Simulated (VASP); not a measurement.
# Rh (P6_3/mmc) in VASP: further runs, part 2 of 2

VASP 6.6.1. The steps go on from the part before.

## Step 3: Single point, PBE (13.68 Å³/atom)

This run uses another cell than the first one, of 13.68 Å³/atom.

INCAR

```
SYSTEM = Rh
PREC = Accurate ; ENCUT = 520
EDIFF = 1E-7 ; ISMEAR = 0
SIGMA = 0.15 ; LREAL = .FALSE.
LASPH = .TRUE. ; NELM = 60
ALGO = Fast ; ISIF = 2
LWAVE = .FALSE. ; LCHARG = .TRUE.
GGA = PE ; LELF = .TRUE.
LVHAR = .TRUE. ; NBANDS = 22
```

KPOINTS

```
regular mesh
0
G
  21 21 12
  0 0 0
```

POSCAR

```
Rh
1.0
    2.6172811951      0.0000000000      0.0000000000
   -1.3086405976      2.2666320038      0.0000000000
    0.0000000000      0.0000000000      4.6106025533
Rh
2
Direct
    0.6666666667      0.3333333333      0.7500000000
    0.3333333333      0.6666666667      0.2500000000
```

Potentials or basis: VASP PAW PBE potentials, release 64 (Rh_pv).

Command:

```sh
$ cat potpaw_PBE.64/Rh_pv/POTCAR > POTCAR
$ mpirun -np 1 vasp_std > vasp.out
```

OUTCAR:

```text
SYSTEM = Rh
   PREC = Accurate
   ENCUT = 520
   EDIFF = 1E-7
   ISMEAR = 0
   LREAL = .FALSE.
   LASPH = .TRUE.
   NELM = 60
   ISIF = 2
   GGA = PE

 ion  position               nearest neighbor table
   1  0.667  0.333  0.750-   2 2.76   2 2.76   2 2.76   2 2.76   2 2.76   2 2.76
   2  0.333  0.667  0.250-   1 2.76   1 2.76   1 2.76   1 2.76   1 2.76   1 2.76

  LATTYP: Found a hexagonal cell.
 ALAT       =     2.6172811951
 C/A-ratio  =     1.7616000000

  Lattice vectors:

 A1 = (   2.6172811951,   0.0000000000,   0.0000000000)
 A2 = (  -1.3086405976,   2.2666320038,   0.0000000000)
 A3 = (   0.0000000000,   0.0000000000,   4.6106025533)

Analysis of symmetry for initial positions (statically):
=====================================================================
 Subroutine PRICEL returns:
 Original cell was already a primitive cell.

 Routine SETGRP: Setting up the symmetry group for a
 hexagonal supercell.

 Subroutine GETGRP returns: Found 24 space group operations
 (whereof 12 operations were pure point group operations)
 out of a pool of 24 trial point group operations.

The static configuration has the point symmetry D_3d.
 The point group associated with its full space group is D_6h.

Analysis of symmetry for dynamics (positions and initial velocities):
=====================================================================
 Subroutine PRICEL returns:
 Original cell was already a primitive cell.

 Routine SETGRP: Setting up the symmetry group for a
 hexagonal supercell.

 Subroutine GETGRP returns: Found 24 space group operations
 (whereof 12 operations were pure point group operations)
 out of a pool of 24 trial point group operations.

The dynamic configuration has the point symmetry D_3d.
 The point group associated with its full space group is D_6h.

 Subroutine INISYM returns: Found 24 space group operations
 (whereof 12 operations are pure point group operations),
 and found     1 'primitive' translations

----------------------------------------------------------------------------------------

                                     Primitive cell

  volume of cell :      27.3520

  direct lattice vectors                    reciprocal lattice vectors
     2.617281195  0.000000000  0.000000000     0.382075874  0.220591609  0.000000000
    -1.308640598  2.266632004  0.000000000     0.000000000  0.441183217  0.000000000
     0.000000000  0.000000000  4.610602553     0.000000000  0.000000000  0.216891391

  length of vectors
     2.617281195  2.617281195  4.610602553     0.441183217  0.441183217  0.216891391

  position of ions in fractional coordinates (direct lattice)
     0.666666667  0.333333333  0.750000000
     0.333333333  0.666666667  0.250000000

  ion indices of the primitive-cell ions
   primitive index   ion index
                 1           1
                 2           2

----------------------------------------------------------------------------------------

 KPOINTS: regular mesh

Automatic generation of k-mesh.
 Grid dimensions read from file:
 generate k-points for:   21   21   12

 Generating k-lattice:

  Cartesian coordinates                     Fractional coordinates (reciprocal lattice)
     0.018194089  0.010504362  0.000000000     0.047619048  0.000000000  0.000000000
     0.000000000  0.021008725  0.000000000     0.000000000  0.047619048  0.000000000
     0.000000000  0.000000000  0.018074283     0.000000000  0.000000000  0.083333333

  Length of vectors
     0.021008725  0.021008725  0.018074283

  Shift w.r.t. Gamma in fractional coordinates (k-lattice)
     0.000000000  0.000000000  0.000000000

 Subroutine IBZKPT returns following result:
 ===========================================

 Found    336 irreducible k-points:

 Following reciprocal coordinates:
            Coordinates               Weight
  0.000000  0.000000  0.000000      1.000000
  0.047619  0.000000  0.000000      6.000000
  0.095238  0.000000  0.000000      6.000000
  0.142857  0.000000  0.000000      6.000000
  0.190476  0.000000  0.000000      6.000000
  0.238095  0.000000  0.000000      6.000000
[... 16 lines left out ...]
  0.142857  0.095238  0.000000     12.000000
  0.190476  0.095238  0.000000     12.000000
 [... further k-points ...]
   k-points           NKPTS =    336   k-points in BZ     NKDIM =    336   number of bands    NBANDS=     22
   number of dos      NEDOS =    301   number of ions     NIONS =      2
   total plane-waves  NPLWV =  14400
   dimension x,y,z NGX =    20 NGY =   20 NGZ =   36
   dimension x,y,z NGXF=    40 NGYF=   40 NGZF=   72
   ions per type =               2
   NGX,Y,Z   is equivalent  to a cutoff of  12.70, 12.70, 12.98 a.u.
   NGXF,Y,Z  is equivalent  to a cutoff of  25.41, 25.41, 25.96 a.u.
 SYSTEM =  Rh
   PREC   = accura    normal or accurate (medium, high low for compatibility)
   ISTART =      0    job   : 0-new  1-cont  2-samecut
   ICHARG =      2    charge: 1-file 2-atom 10-const
   ISPIN  =      1    spin polarized calculation?
   LNONCOLLINEAR =      F non collinear calculations
   LSORBIT =      F    spin-orbit coupling
   LASPH  =      T    aspherical Exc in radial PAW
   ENCUT  =  520.0 eV  38.22 Ry    6.18 a.u.   4.87  4.87  8.57*2*pi/ulx,y,z
   NELM   =     60;   NELMIN=  2; NELMDL= -5     # of ELM steps
   EDIFF  = 0.1E-06   stopping-criterion for ELM
   LREAL  =      F    real-space projection
   EDIFFG = 0.1E-05   stopping-criterion for IOM
   NSW    =      0    number of steps for IOM
   IBRION =     -1    ionic relax: 0-MD 1-quasi-New 2-CG
   NFREE  =      0    steps in history (QN), initial steepest desc. (CG)
   ISIF   =      2    stress and relaxation
   ISYM   =      2    0-nonsym 1-usesym 2-fastsym
   POTIM  = 0.5000    time-step for ionic-motion
   TEBEG  =    0.0;   TEEND  =   0.0 temperature during run
   PSTRESS=    0.0 pullay stress
   NELECT =      30.0000    total number of electrons
   NUPDOWN=      -1.0000    fix difference up-down
   EMIN   =  10.00;   EMAX   =-10.00  energy-range for DOS
   EFERMI =   0.00;   METHOD = LEGACY
   ISMEAR =     0;   SIGMA  =   0.15  broadening in eV -4-tet -1-fermi 0-gaus
   EFERMI_NEDOS =   21; number of points for ismear=-14 and -15
   IALGO  =     68    algorithm
   IMIX   =      4    mixing-type and parameters
     AMIX     =   0.40;   BMIX     =  1.00
     AMIX_MAG =   1.60;   BMIX_MAG =  1.00
  volume/ion in A,a.u.               =      13.68        92.29
  Fermi-wavevector in a.u.,A,eV,Ry     =   1.688310  3.190443 38.781924  2.850391
  Thomas-Fermi vector in A             =   2.770639
   LORBIT       =      0    0 simple, 1 ext, 2 COOP (PROOUT), +10 PAW based schemes
   GGA     = PE    functional components
   LHFCALC =     F    Hartree Fock is set to
   AEXX    =    0.0000 exact exchange contribution
   IVDW    =     0    specifies the selected vdW correction
   LEPSILON=     F    determine dielectric tensor
   LRPA    =     F    only Hartree local field effects (RPA)
 non-spin polarized calculation
 RMM-DIIS sequential band-by-band and
 Gauss-broadening in eV      SIGMA  =   0.15
  energy-cutoff  :      520.00
  volume of cell :       27.35
 maximum number of plane-waves:       754
 NGX is ok and might be reduce to    20
   NGX =  9   NGY =  9   NGZ = 17

 number of electron      30.0000006 magnetization

 Free energy of the ion-electron system (eV)
  ---------------------------------------------------
  ext. energy  EPLUGINS =         0.00000000
  ---------------------------------------------------
  free energy    TOTEN  =       -14.31127405 eV

  energy without entropy =      -14.27614159  energy(sigma->0) =      -14.29370782

 E-fermi :  12.0210     XC(G=0): -14.0574

 val. band max:       12.0192714244   @ k =   0.1905   0.0476   0.3333
 cond. band min:      12.0218304081   @ k =   0.1429   0.0000   0.5000
 fundamental gap:      0.0025589836
 Fermi energy:        12.0210379206

 k-point     1 :       0.0000    0.0000    0.0000
  band No.  band energies     occupation
      1     -34.9810      2.00000
      2     -34.4138      2.00000
      3     -34.4138      2.00000
      4     -34.3749      2.00000
      5     -34.3482      2.00000
      6     -34.3482      2.00000
[... 14 lines left out ...]
     21      28.9503      0.00000
     22      30.7426      0.00000
[... 552 lines left out ...]
  band No.  band energies     occupation
      1     -34.8501      2.00000
      2     -34.7663      2.00000
      3     -34.7231      2.00000
      4     -34.5208      2.00000
      5     -34.4444      2.00000
      6     -34.4028      2.00000
[... 14 lines left out ...]
     21      28.7680      0.00000
     22      29.7216      0.00000

 [... further k-points ...]

------------------------ aborting loop because EDIFF is reached ----------------------------------------

  FORCE on cell =-STRESS in cart. coord.  units (eV):
  Direction    XX          YY          ZZ          XY          YZ          ZX
  --------------------------------------------------------------------------------------
  -------------------------------------------------------------------------------------
  Total        3.2899306      3.2899306     -1.1779544     -0.0000000      0.0000000      0.0000000
  in kB      192.7117634    192.7117634    -69.0001375     -0.0000000      0.0000000      0.0000000
  external PRESSURE =     105.4744631 kB  Pullay stress =       0.0000000 kB

 VOLUME and BASIS-vectors are now :
 -----------------------------------------------------------------------------
  energy-cutoff  :      520.00
  volume of cell :       27.35
      direct lattice vectors                 reciprocal lattice vectors
     2.617281195  0.000000000  0.000000000     0.382075874  0.220591609  0.000000000
    -1.308640598  2.266632004  0.000000000     0.000000000  0.441183217  0.000000000
     0.000000000  0.000000000  4.610602553     0.000000000  0.000000000  0.216891391

 POSITION                                       TOTAL-FORCE (eV/Angst)
 -----------------------------------------------------------------------------------
      1.30864      0.75554      3.45795         0.000000     -0.000000      0.000000
     -0.00000      1.51109      1.15265        -0.000000      0.000000      0.000000
 -----------------------------------------------------------------------------------
    total drift:                               -0.000000      0.000000     -0.000000

  FREE ENERGIE OF THE ION-ELECTRON SYSTEM (eV)
  ---------------------------------------------------
  free  energy   TOTEN  =       -14.3112740504 eV

  energy  without entropy=      -14.2761415922  energy(sigma->0) =      -14.29370782
```

stdout:

```text
POSCAR found type information on POSCAR Rh
 POSCAR found :  1 types and       2 ions
 scaLAPACK will be used
 LDA part: xc-table for (Slater+PW92), standard interpolation
 POSCAR, INCAR and KPOINTS ok, starting setup
 FFT: planning ... GRIDC
 FFT: planning ... GRID_SOFT
 FFT: planning ... GRID
 WAVECAR not read
 entering main loop
WARNING in EDDRMM: call to ZHEGV failed, returncode =   6  3     21
```

It took 4.7 min on 1 thread of Intel Xeon 8259CL, shared host; peak memory 0.27 GiB.

What came out:

- Free energy: -14.3113 eV
- Pressure: 10.5 GPa
- Band gap on the k mesh: zero (bands 15 and 16 overlap by 2.64 eV)

Caveat: the stress differs along the axes, from -7 to 19 GPa.

## Step 4: Single point, PBE (14.10 Å³/atom)

This run uses another cell than the first one, of 14.10 Å³/atom.

INCAR

```
PREC     = Accurate       # precision mode
ENCUT    = 520            # plane-wave cutoff, eV
EDIFF    = 1E-6           # SCF threshold, eV
ISMEAR   = 0              # smearing method
SIGMA    = 0.15           # smearing width, eV
LREAL    = False          # projectors in reciprocal space
LASPH    = True           # aspherical terms in the spheres
NELM     = 80             # most SCF steps
ALGO     = Fast           # electronic algorithm
ISIF     = 2              # what is computed and relaxed
LWAVE    = False          # write WAVECAR
LCHARG   = True           # write CHGCAR
GGA      = PE             # functional
LELF     = True           # ELF
LVHAR    = True         
NBANDS   = 22             # bands
```

KPOINTS

```
Automatic mesh
0
Gamma
  21 21 12
```

POSCAR

```
Rh
1.0
    2.8366113696      0.0000000000      0.0000000000
   -1.4183056848      2.4565775067      0.0000000000
    0.0000000000      0.0000000000      4.0464261187
Rh
2
Direct
    0.6666666667      0.3333333333      0.7500000000
    0.3333333333      0.6666666667      0.2500000000
```

Command:

```sh
$ cat potpaw_PBE.64/Rh_pv/POTCAR > POTCAR
$ mpirun -np 1 vasp_std > vasp.out
```

It took 3.7 min on 1 thread of Intel Xeon 8259CL, shared host; peak memory 0.27 GiB.

Results (log left out):

* Free energy: -14.2545 eV
* Pressure: 4.7 GPa
* Band gap on the k mesh: zero (bands 15 and 16 overlap by 1.79 eV)

Stress tensor (GPa, compression positive):
```
-4.40  0.00  0.00
 0.00 -4.40  0.00
 0.00  0.00 22.92
```

Levels at points of the mesh, in eV from the Fermi level:
```csv
k point,band 11,band 12,band 13,band 14,band 15,band 16,band 17,band 18,band 19,band 20
"(0.00, 0.00, 0.00)",-2.66,-2.66,-2.25,-2.25,-2.03,0.13,0.13,2.17,10.24,15.18
"(0.00, 0.00, 0.50)",-3.45,-3.45,-2.55,-2.55,-0.27,-0.27,-0.27,-0.27,14.85,14.85
```

Caveat: the stress differs along the axes, from -4 to 23 GPa.

## Step 5: Single point, PBE (14.10 Å³/atom)

This run uses another cell than the first one, of 14.10 Å³/atom.

INCAR

```
SYSTEM = Rh
PREC = Accurate
ENCUT = 520
EDIFF = 1E-6
ISMEAR = 0
SIGMA = 0.15
LREAL = .FALSE.
LASPH = .TRUE.
NELM = 60
ALGO = Fast
ISIF = 2
LWAVE = .FALSE.
LCHARG = .TRUE.
GGA = PE
LELF = .TRUE.
LVHAR = .TRUE.
NBANDS = 22
```

KPOINTS

```
Automatic mesh
0
G
  21 21 12
  0 0 0
```

POSCAR

```
Rh
1.0
    2.6175300741      0.0000000000      0.0000000000
   -1.3087650371      2.2668475393      0.0000000000
    0.0000000000      0.0000000000      4.7521258494
Rh
2
Direct
    0.6666666667      0.3333333333      0.7500000000
    0.3333333333      0.6666666667      0.2500000000
```

Command:

```sh
$ cat potpaw_PBE.64/Rh_pv/POTCAR > POTCAR
$ mpirun -np 1 vasp_std > vasp.out
```

It took 3.8 min on 1 thread of Intel Xeon 8259CL, shared host; peak memory 0.27 GiB.

Results (log left out):

| Quantity | Value |
| --- | --- |
| Free energy | -14.2471 eV |
| Pressure | 3.8 GPa |
| Band gap on the k mesh | zero (bands 15 and 16 overlap by 2.59 eV) |

Stress tensor (GPa, compression positive):
```
 14.52   0.00   0.00
  0.00  14.52   0.00
  0.00   0.00 -17.58
```

Levels at points of the mesh, in eV from the Fermi level:
| k point | band 12 | band 13 | band 14 | band 15 | band 16 | band 17 | band 18 | band 19 |
| --- | --- | --- | --- | --- | --- | --- | --- | --- |
| (0.00, 0.00, 0.00) | -2.54 | -2.54 | -0.99 | -0.99 | -0.17 | 0.30 | 0.30 | 6.83 |
| (0.00, 0.00, 0.50) | -2.82 | -2.82 | -2.82 | -0.20 | -0.20 | -0.20 | -0.20 | 12.85 |

Caveat: the stress differs along the axes, from -18 to 15 GPa.

## Step 6: Single point, PBE (14.10 Å³/atom)

This run uses another cell than the first one, of 14.10 Å³/atom.

INCAR, as its differences from that of step 5:

```diff
@@ -12,6 +12,4 @@
 LWAVE = .FALSE.
-LCHARG = .TRUE.
+LCHARG = .FALSE.
 GGA = PE
-LELF = .TRUE.
-LVHAR = .TRUE.
 NBANDS = 22
```

KPOINTS

```
regular mesh
0
G
  21 21 12
  0 0 0
```

POSCAR

```
Rh
1.0
    2.7802040088      0.0000000000      0.0000000000
   -1.3901020044      2.4077272993      0.0000000000
    0.0000000000      0.0000000000      4.2122870937
Rh
2
Direct
    0.6666666667      0.3333333333      0.7500000000
    0.3333333333      0.6666666667      0.2500000000
```

Potentials or basis: VASP PAW PBE potentials, release 64 (Rh_pv).

Command:

```sh
$ cat potpaw_PBE.64/Rh_pv/POTCAR > POTCAR
$ mpirun -np 1 vasp_std > vasp.out
```

Run time: 4 min. Hardware: 1 thread of Intel Xeon 8259CL, shared host; peak memory 0.28 GiB.

It converged, with:

| Quantity | Value |
| --- | --- |
| Free energy | -14.4044 eV |
| Pressure | 1.6 GPa |
| Band gap on the k mesh | zero (bands 15 and 16 overlap by 2.09 eV) |

Stress tensor (GPa, compression positive):
```
-3.35  0.00  0.00
 0.00 -3.35  0.00
 0.00  0.00 11.56
```

Levels at points of the mesh, in eV from the Fermi level:
```tsv
k point	band 12	band 13	band 14	band 15	band 16	band 17	band 18	band 19
(0.00, 0.00, 0.00)	-2.34	-2.34	-2.29	-2.29	0.10	0.10	1.43	9.32
(0.00, 0.00, 0.50)	-3.23	-2.85	-2.85	-0.40	-0.40	-0.40	-0.40	14.99
```

Caveat: the stress differs along the axes, from -3 to 12 GPa.

## Step 7: Overview

```tsv
cell	further INCAR settings	gap on the mesh (eV)	pressure (GPa)
a = 2.614, b = 2.614, c = 4.336 Å, angles 90.0, 90.0, 120.0°, 2 atoms	ALGO = Fast; EDIFF = 1e-07; NBANDS = 22	none	30.9
a = 2.617, b = 2.617, c = 4.611 Å, angles 90.0, 90.0, 120.0°, 2 atoms	ALGO = Fast; EDIFF = 1e-07; NBANDS = 22	none	10.5
a = 2.837, b = 2.837, c = 4.046 Å, angles 90.0, 90.0, 120.0°, 2 atoms	ALGO = Fast; EDIFF = 1e-06; NBANDS = 22	none	4.7
a = 2.618, b = 2.618, c = 4.752 Å, angles 90.0, 90.0, 120.0°, 2 atoms	ALGO = Fast; EDIFF = 1e-06; NBANDS = 22	none	3.8
a = 2.780, b = 2.780, c = 4.212 Å, angles 90.0, 90.0, 120.0°, 2 atoms	ALGO = Fast; EDIFF = 1e-06; NBANDS = 22	none	1.6
```

Alike in all rows: task single point; level PBE; potentials or basis VASP PAW PBE potentials, release 64 (Rh_pv); no spin polarisation; k mesh 21 × 21 × 12; cutoff (eV) 520; smearing gaussian 0.15 eV.

Caveats: the stress differs along the axes, from 24 to 34 GPa (at least some runs); the stress differs along the axes, from -7 to 19 GPa (at least some runs); the stress differs along the axes, from -4 to 23 GPa (at least some runs); the stress differs along the axes, from -18 to 15 GPa (at least some runs); the stress differs along the axes, from -3 to 12 GPa (at least some runs).

Total energies depend on the potentials used, so only differences within one code and one set of settings carry meaning.
